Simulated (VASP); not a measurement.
Set up this calculation in VASP 6.6.1, as the native input.

| Item | Value |
| --- | --- |
| Task | single point |
| Functional | PBE |
| Potentials or basis | VASP PAW PBE potentials, release 64 (Fe) |
| Cutoff | 520 eV |
| k mesh | 18 × 18 × 18 |
| Occupations | fermi-dirac, width 0.0612256 eV |
| Spin | no spin polarisation |
| Dipole correction | no |
| Further INCAR settings | ALGO = Normal; EDIFF = 1e-07; NBANDS = 10 |

The structure of Fe lies in POSCAR:

```
Fe
1.0
    0.0000000000      1.7588780190      1.7588780190
    1.7588780190      0.0000000000      1.7588780190
    1.7588780190      1.7588780190      0.0000000000
Fe
1
Direct
    0.0000000000      0.0000000000      0.0000000000
```

One way to write it, as run:

INCAR

```
PREC = Accurate
ENCUT = 520
EDIFF = 1E-7
ISMEAR = -1
SIGMA = 0.06122561905347299
LREAL = False
LASPH = True
NELM = 80
ALGO = Normal
ISIF = 2
LWAVE = False
LCHARG = False
GGA = PE
NBANDS = 10
```

KPOINTS

```
Automatic mesh
0
Gamma
  18 18 18
```

Potentials or basis: VASP PAW PBE potentials, release 64 (Fe).

The run is started by

```sh
$ cat potpaw_PBE.64/Fe/POTCAR > POTCAR
$ mpirun -np 1 vasp_std > vasp.out
```

Results of the run:

```yaml
Pressure: -15.0 GPa
Band_gap_on_the_k_mesh: zero (band 4 reaches 7.28 eV, above the bottom of band 5 at 5.49 eV)
```

Caveat: the run has no spin polarisation, though such a crystal can be magnetic.

It took 40 s on 1 thread of Intel Xeon 6975P-C (shared host), peak memory 0.14 GiB.
